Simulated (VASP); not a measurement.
A run of VASP 6.6.1 is set up as follows.

Contents of POSCAR:

```
Te2Mo
1.0
    3.3332994349      0.0000000000      0.0000000000
   -1.6666497174      2.8867219890      0.0000000000
    0.0000000000      0.0000000000     12.7710961658
Te Mo
4 2
Direct
    0.6666666667      0.3333333333      0.3921382460
    0.3333333333      0.6666666667      0.8921382460
    0.6666666667      0.3333333333      0.1078617540
    0.3333333333      0.6666666667      0.6078617540
    0.6666666667      0.3333333333      0.7500000000
    0.3333333333      0.6666666667      0.2500000000
```

Contents of INCAR.step1:

```
SYSTEM = Te2Mo
PREC = Accurate
ENCUT = 520
ISMEAR = -1
SIGMA = 0.05
LREAL = .FALSE.
LASPH = .TRUE.
NELM = 100
NBANDS = 35
GGA = PE
ALGO = Normal
EDIFF = 1E-4
LWAVE = .TRUE.
LCHARG = .FALSE.
```

INCAR.step2

```
SYSTEM = Te2Mo
PREC = Accurate
ENCUT = 520
EDIFF = 1E-6
ISMEAR = -1
SIGMA = 0.05
LREAL = .FALSE.
LASPH = .TRUE.
NELM = 100
ALGO = Normal
ISIF = 2
LWAVE = .FALSE.
LCHARG = .FALSE.
METAGGA = R2SCAN
LMIXTAU = .TRUE.
NBANDS = 35
ISTART = 1
```

The input KPOINTS:

```
regular mesh
0
G
  9 9 2
  0 0 0
```

Potentials or basis: VASP PAW PBE potentials, release 64 (Te, Mo_sv).

Command:

```console
$ cat potpaw_PBE.64/Te/POTCAR potpaw_PBE.64/Mo_sv/POTCAR > POTCAR
$ cp INCAR.step1 INCAR
$ mpirun -np 1 vasp_std > vasp.out
$ cp INCAR.step2 INCAR
$ mpirun -np 1 vasp_std > vasp.out
```

Problem. Predict the largest force.

Solution. 0.033 eV/Å.

Problem. Estimate the pressure.

Solution. 20.2 GPa.

Problem. What does it give for the band gap on the k mesh?

Solution. Zero (bands 26 and 27 overlap by 0.08 eV).

Forces on the atoms (eV/Å):
```
Te   0.000  0.000  0.033
Te   0.000  0.000  0.033
Te   0.000  0.000 -0.033
Te   0.000  0.000 -0.033
Mo   0.000  0.000  0.000
Mo   0.000  0.000  0.000
```

Caveat: the cell stands under pressure; the PAW data sets were made with another functional, which shifts forces and pressure a little; spin-orbit coupling is left out, which moves the levels of the heavy elements.
